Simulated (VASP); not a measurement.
# Ti5Si in VASP: a series of runs

Runs on Ti5Si. Level: LDA. Tasks: single point.

Everything below comes from runs of VASP 6.6.1. Logs are shortened: lines on timing, memory, paths and dates and some standing lists are left out, and cuts for length are marked.

### Step 1. The cell of the first run

The cell holds a slab with vacuum, 6 atoms: a = 2.864 Å, b = 2.864 Å, c = 24.491 Å, α = 90.00°, β = 90.00°, γ = 120.00°.

### Step 2. Single point, LDA

INCAR

```
SYSTEM = Ti5Si
ALGO = Normal
DIPOL = 0.5 0.5 0.394
EDIFF = 1E-6
ENCUT = 520
IDIPOL = 3
ISIF = 2
ISMEAR = 0
LASPH = .True.
LCHARG = .True.
LDIPOL = .True.
LELF = .True.
LREAL = .False.
LVACPOTAV = .True.
LVHAR = .True.
LWAVE = .False.
NBANDS = 41
NELM = 80
PREC = Accurate
SIGMA = 0.1
```

KPOINTS

```
k-points
0
Gamma
  9 9 1
  0 0 0
```

POSCAR

```
Ti5Si
1.0
    2.8641158409      0.0000000000      0.0000000000
   -1.4320579204      2.4803970776      0.0000000000
    0.0000000000      0.0000000000     24.4912645050
Ti Si
5 1
Direct
    0.6666666667      0.3333333333      0.1633235393
    0.3333333333      0.6666666667      0.2559152254
    0.6666666667      0.3333333333      0.3495151210
    0.3333333333      0.6666666667      0.4443907924
    0.6666666667      0.3333333333      0.5304448246
    0.6666666667      0.8333333333      0.6200493845
```

Potentials or basis: VASP PAW LDA potentials, release 64 (Ti_sv, Si).

Started as:

```bash
> cat potpaw_LDA.64/Ti_sv/POTCAR potpaw_LDA.64/Si/POTCAR > POTCAR
> mpirun -np 1 vasp_std > vasp.out
```

OUTCAR:

```text
SYSTEM = Ti5Si
   EDIFF = 1E-6
   ENCUT = 520
   ISIF = 2
   ISMEAR = 0
   LASPH = .True.
   LREAL = .False.
   NELM = 80
   PREC = Accurate

 ion  position               nearest neighbor table
   1  0.667  0.333  0.163-   2 2.81   2 2.81   2 2.81
   2  0.333  0.667  0.256-   1 2.81   1 2.81   1 2.81   3 2.83   3 2.83   3 2.83
   3  0.667  0.333  0.350-   2 2.83   2 2.83   2 2.83   4 2.85   4 2.85   4 2.85
   4  0.333  0.667  0.444-   5 2.68   5 2.68   5 2.68   3 2.85   3 2.85   3 2.85
   5  0.667  0.333  0.530-   6 2.62   6 2.62   4 2.68   4 2.68   4 2.68
   6  0.667  0.833  0.620-   5 2.62   5 2.62

  LATTYP: Found a hexagonal cell.
 ALAT       =     2.8641158409
 C/A-ratio  =     8.5510733034

  Lattice vectors:

 A1 = (   2.8641158409,   0.0000000000,   0.0000000000)
 A2 = (  -1.4320579204,   2.4803970776,   0.0000000000)
 A3 = (   0.0000000000,   0.0000000000,  24.4912645050)

Analysis of symmetry for initial positions (statically):
=====================================================================
 Subroutine PRICEL returns:
 Original cell was already a primitive cell.

 Routine SETGRP: Setting up the symmetry group for a
 hexagonal supercell.

 Subroutine GETGRP returns: Found  2 space group operations
 (whereof  2 operations were pure point group operations)
 out of a pool of 24 trial point group operations.

The static configuration has the point symmetry C_1h.

Analysis of symmetry for dynamics (positions and initial velocities):
=====================================================================
 Subroutine PRICEL returns:
 Original cell was already a primitive cell.

 Routine SETGRP: Setting up the symmetry group for a
 hexagonal supercell.

 Subroutine GETGRP returns: Found  2 space group operations
 (whereof  2 operations were pure point group operations)
 out of a pool of 24 trial point group operations.

The dynamic configuration has the point symmetry C_1h.

 Subroutine INISYM returns: Found  2 space group operations
 (whereof  2 operations are pure point group operations),
 and found     1 'primitive' translations

----------------------------------------------------------------------------------------

                                     Primitive cell

  volume of cell :     173.9895

  direct lattice vectors                    reciprocal lattice vectors
     2.864115841  0.000000000  0.000000000     0.349147889  0.201580628  0.000000000
    -1.432057920  2.480397078  0.000000000     0.000000000  0.403161256  0.000000000
     0.000000000  0.000000000 24.491264505     0.000000000  0.000000000  0.040830885

  length of vectors
     2.864115841  2.864115841 24.491264505     0.403161256  0.403161256  0.040830885

  position of ions in fractional coordinates (direct lattice)
     0.666666667  0.333333333  0.163323539
     0.333333333  0.666666667  0.255915225
     0.666666667  0.333333333  0.349515121
     0.333333333  0.666666667  0.444390792
     0.666666667  0.333333333  0.530444825
     0.666666667  0.833333333  0.620049384

  ion indices of the primitive-cell ions
   primitive index   ion index
                 1           1
                 2           2
                 3           3
                 4           4
                 5           5
                 6           6

----------------------------------------------------------------------------------------

 KPOINTS: k-points

Automatic generation of k-mesh.
 Grid dimensions read from file:
 generate k-points for:    9    9    1

 Generating k-lattice:

  Cartesian coordinates                     Fractional coordinates (reciprocal lattice)
     0.038794210  0.022397848  0.000000000     0.111111111 -0.000000000  0.000000000
     0.000000000  0.044795695  0.000000000     0.000000000  0.111111111  0.000000000
     0.000000000  0.000000000  0.040830885     0.000000000  0.000000000  1.000000000

  Length of vectors
     0.044795695  0.044795695  0.040830885

  Shift w.r.t. Gamma in fractional coordinates (k-lattice)
     0.000000000  0.000000000  0.000000000

 Subroutine IBZKPT returns following result:
 ===========================================

 Found     25 irreducible k-points:

 Following reciprocal coordinates:
            Coordinates               Weight
  0.000000  0.000000  0.000000      1.000000
  0.111111 -0.000000  0.000000      2.000000
  0.000000  0.111111  0.000000      4.000000
  0.222222 -0.000000  0.000000      2.000000
  0.000000  0.222222  0.000000      4.000000
  0.333333 -0.000000  0.000000      2.000000
[... 16 lines left out ...]
 -0.222222 -0.444444  0.000000      4.000000
  0.444444  0.333333  0.000000      4.000000
   k-points           NKPTS =     25   k-points in BZ     NKDIM =     25   number of bands    NBANDS=     41
   number of dos      NEDOS =    301   number of ions     NIONS =      6
   total plane-waves  NPLWV = 110592
   dimension x,y,z NGX =    24 NGY =   24 NGZ =  192
   dimension x,y,z NGXF=    48 NGYF=   48 NGZF=  384
   ions per type =               5   1
   NGX,Y,Z   is equivalent  to a cutoff of  13.93, 13.93, 13.03 a.u.
   NGXF,Y,Z  is equivalent  to a cutoff of  27.86, 27.86, 26.07 a.u.
 SYSTEM =  Ti5Si
   PREC   = accura    normal or accurate (medium, high low for compatibility)
   ISTART =      0    job   : 0-new  1-cont  2-samecut
   ICHARG =      2    charge: 1-file 2-atom 10-const
   ISPIN  =      1    spin polarized calculation?
   LNONCOLLINEAR =      F non collinear calculations
   LSORBIT =      F    spin-orbit coupling
   LASPH  =      T    aspherical Exc in radial PAW
   ENCUT  =  520.0 eV  38.22 Ry    6.18 a.u.   5.33  5.33 45.54*2*pi/ulx,y,z
   NELM   =     80;   NELMIN=  2; NELMDL= -5     # of ELM steps
   EDIFF  = 0.1E-05   stopping-criterion for ELM
   LREAL  =      F    real-space projection
   EDIFFG = 0.1E-04   stopping-criterion for IOM
   NSW    =      0    number of steps for IOM
   IBRION =     -1    ionic relax: 0-MD 1-quasi-New 2-CG
   NFREE  =      0    steps in history (QN), initial steepest desc. (CG)
   ISIF   =      2    stress and relaxation
   ISYM   =      2    0-nonsym 1-usesym 2-fastsym
   POTIM  = 0.5000    time-step for ionic-motion
   TEBEG  =    0.0;   TEEND  =   0.0 temperature during run
   PSTRESS=    0.0 pullay stress
   NELECT =      64.0000    total number of electrons
   NUPDOWN=      -1.0000    fix difference up-down
   EMIN   =  10.00;   EMAX   =-10.00  energy-range for DOS
   EFERMI =   0.00;   METHOD = LEGACY
   ISMEAR =     0;   SIGMA  =   0.10  broadening in eV -4-tet -1-fermi 0-gaus
   EFERMI_NEDOS =   21; number of points for ismear=-14 and -15
   IALGO  =     38    algorithm
   IMIX   =      4    mixing-type and parameters
     AMIX     =   0.40;   BMIX     =  1.00
     AMIX_MAG =   1.60;   BMIX_MAG =  1.00
  volume/ion in A,a.u.               =      29.00       195.69
  Fermi-wavevector in a.u.,A,eV,Ry     =   1.172989  2.216627 18.720289  1.375902
  Thomas-Fermi vector in A             =   2.309409
   LORBIT       =      0    0 simple, 1 ext, 2 COOP (PROOUT), +10 PAW based schemes
   GGA     = CA    functional components
   LHFCALC =     F    Hartree Fock is set to
   AEXX    =    0.0000 exact exchange contribution
   IVDW    =     0    specifies the selected vdW correction
   LEPSILON=     F    determine dielectric tensor
   LRPA    =     F    only Hartree local field effects (RPA)
 non-spin polarized calculation
 Gauss-broadening in eV      SIGMA  =   0.10
  energy-cutoff  :      520.00
  volume of cell :      173.99
 maximum number of plane-waves:      4747
 NGX is ok and might be reduce to    24
   NGX = 11   NGY = 11   NGZ = 91

 dipolmoment           0.000000      0.000000     -0.037279 electrons x Angstroem

 number of electron      64.0000008 magnetization

 dipolmoment           0.000000      0.000000      0.019633 electrons x Angstroem

 Free energy of the ion-electron system (eV)
  ---------------------------------------------------
  ext. energy  EPLUGINS =         0.00000000
  ---------------------------------------------------
  free energy    TOTEN  =       -47.09697443 eV

  energy without entropy =      -47.05611591  energy(sigma->0) =      -47.07654517

 E-fermi :   2.7769     XC(G=0):  -7.4030

 val. band max:        2.7467830303   @ k =   0.3333   0.1111   0.0000
 cond. band min:       2.8000100643   @ k =   0.3333  -0.0000   0.0000
 fundamental gap:      0.0532270340
 Fermi energy:         2.7769499343

 k-point     1 :       0.0000    0.0000    0.0000
  band No.  band energies     occupation
      1     -53.3770      2.00000
      2     -53.2028      2.00000
      3     -53.1639      2.00000
      4     -53.0905      2.00000
      5     -53.0104      2.00000
      6     -30.2676      2.00000
[... 33 lines left out ...]
     40       3.9586      0.00000
     41       3.9963      0.00000

 k-point     2 :       0.1111   -0.0000    0.0000
  band No.  band energies     occupation
      1     -53.3641      2.00000
      2     -53.1864      2.00000
      3     -53.1502      2.00000
      4     -53.0810      2.00000
      5     -53.0033      2.00000
      6     -30.2396      2.00000
[... 33 lines left out ...]
     40       3.8907      0.00000
     41       4.0093      0.00000

 k-point     3 :       0.0000    0.1111    0.0000
  band No.  band energies     occupation
      1     -53.3641      2.00000
      2     -53.1864      2.00000
      3     -53.1502      2.00000
      4     -53.0810      2.00000
      5     -53.0033      2.00000
      6     -30.2395      2.00000
[... 33 lines left out ...]
     40       3.8891      0.00000
     41       4.0069      0.00000

 k-point     4 :       0.2222   -0.0000    0.0000
  band No.  band energies     occupation
      1     -53.3313      2.00000
      2     -53.1436      2.00000
      3     -53.1142      2.00000
      4     -53.0574      2.00000
      5     -52.9868      2.00000
      6     -30.1710      2.00000
[... 825 lines left out ...]
     40       4.2119      0.00000
     41       4.4864      0.00000

 k-point    23 :      -0.2222   -0.4444    0.0000
  band No.  band energies     occupation
      1     -53.2583      2.00000
      2     -53.0417      2.00000
      3     -53.0192      2.00000
      4     -53.0055      2.00000
      5     -52.9705      2.00000
      6     -30.1862      2.00000
[... 33 lines left out ...]
     40       4.3793      0.00000
     41       4.5275      0.00000

 k-point    24 :       0.4444    0.3333    0.0000
  band No.  band energies     occupation
      1     -53.2583      2.00000
      2     -53.0417      2.00000
      3     -53.0192      2.00000
      4     -53.0055      2.00000
      5     -52.9706      2.00000
      6     -30.1868      2.00000
[... 33 lines left out ...]
     40       4.3133      0.00000
     41       4.5232      0.00000

 [... further k-points ...]
[... 5 lines left out ...]
  --------------------------------------------------------------------------------------
  -------------------------------------------------------------------------------------
  Total       -3.0447000     -2.3777347     -0.3219129     -0.5776089     -0.0580359     -0.1005212
  in kB      -28.0370358    -21.8953039     -2.9643263     -5.3188958     -0.5344222     -0.9256462
  external PRESSURE =     -17.6322220 kB  Pullay stress =       0.0000000 kB

 VOLUME and BASIS-vectors are now :
 -----------------------------------------------------------------------------
  energy-cutoff  :      520.00
  volume of cell :      173.99
      direct lattice vectors                 reciprocal lattice vectors
     2.864115841  0.000000000  0.000000000     0.349147889  0.201580628  0.000000000
    -1.432057920  2.480397078  0.000000000     0.000000000  0.403161256  0.000000000
     0.000000000  0.000000000 24.491264505     0.000000000  0.000000000  0.040830885

 POSITION                                       TOTAL-FORCE (eV/Angst)
 -----------------------------------------------------------------------------------
      1.43206      0.82680      4.00000         0.001470      0.000849      0.572265
     -0.00000      1.65360      6.26769        -0.001942     -0.001121     -0.507349
      1.43206      0.82680      8.56007         0.013850      0.007996     -0.001119
     -0.00000      1.65360     10.88369         0.027779      0.016038     -0.680339
      1.43206      0.82680     12.99126        -0.050231     -0.029001      0.611663
      0.71603      2.06700     15.18579         0.009074      0.005239      0.004879
 -----------------------------------------------------------------------------------
    total drift:                                0.000026      0.000015     -0.000357

  FREE ENERGIE OF THE ION-ELECTRON SYSTEM (eV)
  ---------------------------------------------------
  free  energy   TOTEN  =       -47.0969744250 eV

  energy  without entropy=      -47.0561159136  energy(sigma->0) =      -47.07654517

 vacuum level on the upper side and lower side of the slab         7.966         7.465
```

Wall time 5 min (1 thread of Intel Xeon Platinum 8488C (Sapphire Rapids), shared host); peak memory 0.32 GiB.

What came out:

- Free energy: -47.0970 eV
- Largest force: 0.681 eV/Å
- Band gap on the k mesh: zero (bands 32 and 33 overlap by 0.93 eV)

Forces on the atoms (eV/Å):
```
Ti   0.001  0.001  0.572
Ti  -0.002 -0.001 -0.507
Ti   0.014  0.008 -0.001
Ti   0.028  0.016 -0.680
Ti  -0.050 -0.029  0.612
Si   0.009  0.005  0.005
```

### Step 3. Single point, LDA

INCAR

```
  PREC = Accurate
  ENCUT = 520
  EDIFF = 1E-7
  ISMEAR = 0
  SIGMA = 0.1
  LREAL = F
  LASPH = T
  NELM = 100
  ALGO = Normal
  ISIF = 2
  LWAVE = F
  LCHARG = T
  LDIPOL = T
  IDIPOL = 3
  DIPOL = 0.5 0.5 0.395
  LELF = T
  LVHAR = T
  LVACPOTAV = T
  NBANDS = 41
```

KPOINTS

```
Automatic mesh
0
Gamma
  9 9 1
```

POSCAR

```
Ti5Si
1.0
    2.8641158409      0.0000000000      0.0000000000
   -1.4320579204      2.4803970776      0.0000000000
    0.0000000000      0.0000000000     24.4912645050
Ti Si
5 1
Direct
    0.6666666666      0.3333333333      0.1633235393
    0.3333333333      0.6666666667      0.2559152254
    0.6666666666      0.3333333333      0.3495151210
    0.3333333333      0.6666666667      0.4443907924
    0.6666666666      0.3333333333      0.5304448246
    0.8333333333      0.6666666667      0.6272030298
```

Potentials or basis: VASP PAW LDA potentials, release 64 (Ti_sv, Si).

Started as:

```bash
> cat potpaw_LDA.64/Ti_sv/POTCAR potpaw_LDA.64/Si/POTCAR > POTCAR
> mpirun -np 1 vasp_std > vasp.out
```

Wall time 5.6 min (1 thread of Intel Xeon Platinum 8488C (Sapphire Rapids), shared host); peak memory 0.32 GiB.

Results (log left out):

```yaml
Free_energy: -46.7936 eV
Largest_force: 0.988 eV/Å
Band_gap_on_the_k_mesh: zero (bands 32 and 33 overlap by 0.96 eV)
```

Forces in eV/Å, atoms in the order of the input:
```
Ti   0.000 -0.002  0.566
Ti   0.000  0.009 -0.513
Ti   0.000  0.010  0.067
Ti   0.000  0.086 -0.721
Ti   0.000 -0.787  0.596
Si   0.000  0.684  0.004
```

Levels at points of the mesh, in eV from the Fermi level:
```tsv
k point	band 28	band 29	band 30	band 31	band 32	band 33	band 34	band 35	band 36	band 37
(0.00, 0.00, 0.00)	-0.19	0.24	0.51	0.64	0.65	0.71	0.71	0.74	0.76	0.76
```

### Step 4. Single point, LDA

INCAR

```
ALGO     = Normal         # electronic algorithm
DIPOL    = 0.5 0.5 0.395
EDIFF    = 1E-6           # SCF threshold, eV
ENCUT    = 520            # plane-wave cutoff, eV
IDIPOL   = 3            
ISIF     = 2              # what is computed and relaxed
ISMEAR   = 0              # smearing method
LASPH    = T              # aspherical terms in the spheres
LCHARG   = F              # write CHGCAR
LDIPOL   = T            
LREAL    = F              # projectors in reciprocal space
LWAVE    = F              # write WAVECAR
NBANDS   = 41             # bands
NELM     = 60             # most SCF steps
PREC     = Accurate       # precision mode
SIGMA    = 0.1            # smearing width, eV
```

KPOINTS

```
k-points
0
Gamma
  9 9 1
```

POSCAR

```
Ti5Si
1.0
    2.8641158409      0.0000000000      0.0000000000
   -1.4320579204      2.4803970776      0.0000000000
    0.0000000000      0.0000000000     24.4912645050
Ti Si
5 1
Direct
    0.6666666667      0.3333333333      0.1633235393
    0.3333333333      0.6666666666      0.2559152254
    0.6666666667      0.3333333333      0.3495151210
    0.3333333333      0.6666666666      0.4443907924
    0.6666666667      0.3333333333      0.5304448246
    1.0000000000      0.5000000000      0.6268118328
```

Started as:

```bash
> cat potpaw_LDA.64/Ti_sv/POTCAR potpaw_LDA.64/Si/POTCAR > POTCAR
> mpirun -np 1 vasp_std > vasp.out
```

It took 4.8 min on 1 thread of Intel Xeon Platinum 8488C (Sapphire Rapids), shared host; peak memory 0.32 GiB.

Results (log left out):

```yaml
Free_energy: -46.8016 eV
Largest_force: 0.948 eV/Å
Band_gap_on_the_k_mesh: zero (bands 32 and 33 overlap by 0.94 eV)
```

Forces in eV/Å, atoms in the order of the input:
```
Ti   0.001  0.001  0.570
Ti   0.001  0.001 -0.514
Ti   0.005  0.003  0.072
Ti   0.030  0.017 -0.749
Ti  -0.621 -0.359  0.619
Si   0.583  0.337  0.002
```

Levels at points of the mesh, in eV from the Fermi level:
```csv
k point,band 30,band 31,band 32,band 33,band 34,band 35
"(0.00, 0.00, 0.00)",0.51,0.64,0.65,0.70,0.71,0.74
```

### Step 5. Overview

```csv
cell,gap on the mesh (eV),largest force (eV/Å)
"as given, atomic positions A",none,0.68
"as given, atomic positions B",none,0.99
"as given, atomic positions C",none,0.95
```

Alike in all rows: task single point; level LDA; potentials or basis VASP PAW LDA potentials, release 64 (Ti_sv, Si); no spin polarisation; k mesh 9 × 9 × 1; cutoff (eV) 520; smearing gaussian 0.1 eV.

Total energies depend on the potentials used, so only differences within one code and one set of settings carry meaning.
